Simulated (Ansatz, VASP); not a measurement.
Two plane-wave programs on GeAu

The input INCAR:

```
SYSTEM = GeAu
ALGO     = Normal         ! electronic algorithm
EDIFF    = 1E-7           ! SCF threshold, eV
ENCUT    = 520            ! plane-wave cutoff, eV
GGA      = PS             ! functional
ISIF     = 2              ! what is computed and relaxed
ISMEAR   = 0              ! smearing method
LASPH    = .TRUE.         ! aspherical terms in the spheres
LCHARG   = .TRUE.         ! write CHGCAR
LELF     = .TRUE.         ! ELF
LREAL    = .FALSE.        ! projectors in reciprocal space
LVHAR    = .TRUE.       
LWAVE    = .FALSE.        ! write WAVECAR
NBANDS   = 20             ! bands
NELM     = 80             ! most SCF steps
PREC     = Accurate       ! precision mode
SIGMA    = 0.05           ! smearing width, eV
```

The input KPOINTS:

```
k-points
0
G
  10 10 10
  0 0 0
```

The input POSCAR:

```
GeAu
1.0
    3.2508751420      0.0000000000      0.0000000000
    0.0000000000      3.2508751420      0.0000000000
    0.0000000000      0.0000000000      3.2508751420
Au Ge
1 1
Direct
    0.0000000000      0.0000000000      0.0000000000
    0.5000000000      0.5000000000      0.5000000000
```

Input for Ansatz:

```yaml
crystal:
  lattice:
    - [3.250875142, 0.0, 0.0]
    - [0.0, 3.250875142, 0.0]
    - [0.0, 0.0, 3.250875142]
  atoms:
    - { symbol: Au, position: [0.0, 0.0, 0.0] }
    - { symbol: Ge, position: [0.5, 0.5, 0.5] }
basis:
  ecutwfc: 420
  ecutrho_ratio: 4
kpoints:
  mp_grid: { grid: [10, 10, 10] }
hamiltonian:
  xc: pbesol
scf:
  occupations: { method: gaussian, width: 0.05 }
output:
  forces: true
  stress: true
  eigenvalues: true
```

Alike in both runs: task single point; functional PBEsol; k mesh 10 × 10 × 10; occupations gaussian, width 0.05 eV; no spin polarisation.

|  | VASP | Ansatz |
| --- | --- | --- |
| version | VASP 6.6.1 | Ansatz 0.2.0 |
| potentials or method | VASP PAW PBE potentials, release 64 (Au, Ge_d), cutoff 520 eV | scalar-relativistic, plane waves, PAW |
| valence electrons in the cell | 25 | 33 |

```csv
,VASP,Ansatz,Ansatz less VASP
pressure (GPa),4.7,4.7,+0.06
```

VASP's potentials were made for PBE, not for PBEsol. With one functional, cell and mesh, what is left measures potentials, basis and numerics. VASP's potentials hold 25 valence electrons a cell and Ansatz's 33, so a difference there can come from the potentials and not from the codes.

Neither program's run includes spin-orbit coupling.
